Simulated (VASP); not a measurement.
# TePb: electric field gradients with PBE

The system is TePb.

```
Te Pb
1.0
     0.00000    3.23100    3.23100
     3.23100    0.00000    3.23100
     3.23100    3.23100    0.00000
Te Pb
1 1
Direct
  0.50000 0.50000 0.50000
  0.00000 0.00000 0.00000
```

```
Program                : VASP 6.6.1
Task                   : electric field gradients
Functional             : PBE
Potentials or basis    : VASP PAW PBE potentials, release 64 (Te, Pb_d)
Cutoff                 : 520 eV
k mesh                 : 9 × 9 × 9
Occupations            : fermi-dirac, width 0.05 eV
Spin                   : no spin polarisation
Dipole correction      : no
Further INCAR settings : ALGO = Normal; EDIFF = 1e-08; NBANDS = 17
```

```yaml
Pressure: 2.1 GPa
```

Levels at points of the mesh, in eV from the Fermi level:
```tsv
k point	band 6	band 7	band 8	band 9	band 10	band 11	band 12	band 13	band 14	band 15
(0.00, 0.00, 0.00)	-12.41	-5.99	-1.74	-1.74	-1.74	3.68	3.68	3.68	5.40	5.40
```

Run time: 78 s on 1 thread of Intel(R) Xeon(R) Platinum 8375C CPU @ 2.90GHz (Ice Lake), with other jobs on the host, peak memory 0.22 GiB.

Caveat: this odd mesh misses L, where the gap lies, so gap, dielectric constants and Born charges aren't listed; without QUAD_EFG the Cq values of the log hold for a quadrupole moment of 1 mb, not for the nuclei; spin-orbit coupling is left out, which moves the levels of the heavy elements.
